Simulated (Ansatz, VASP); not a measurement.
# One calculation of Fe, two programs

```xyz
2
Lattice="2.8312 0.0000 0.0000 0.0000 2.8312 0.0000 0.0000 0.0000 2.8312" Properties=species:S:1:pos:R:3 pbc="T T T"
Fe    0.0000    0.0000    0.0000
Fe    1.4156    1.4156    1.4156
```

Alike in both runs: task single point; functional PBE; k mesh 12 × 12 × 12; occupations gaussian, width 0.05 eV; collinear spin.

```csv
,VASP,Ansatz
version,VASP 6.6.1,Ansatz 0.2.0
potentials or method,"VASP PAW PBE potentials, release 64 (Fe), cutoff 520 eV","scalar-relativistic, plane waves, PAW"
valence electrons in the cell,16,32
```

VASP gave:

* gap on the k mesh at the Fermi level (eV): none
* pressure (GPa): -6.4
* net moment per atom (μB): 0.00
* size of the moment on the site where the two differ most (μB): 1.49

Q: What did Ansatz give for the same quantities?

A: gap on the k mesh at the Fermi level (eV): none; pressure (GPa): -6.3; net moment per atom (μB): 0.00; size of the moment on the site where the two differ most (μB): 1.44.

Site moments also hang on the region over which each program counts them. A gap of «none» marks a metal or a gap that the smearing closes. The functional is the same, so the differences come from potentials, cutoffs and numerics. VASP's potentials hold 16 valence electrons a cell and Ansatz's 32, so a difference there can come from the potentials and not from the codes.
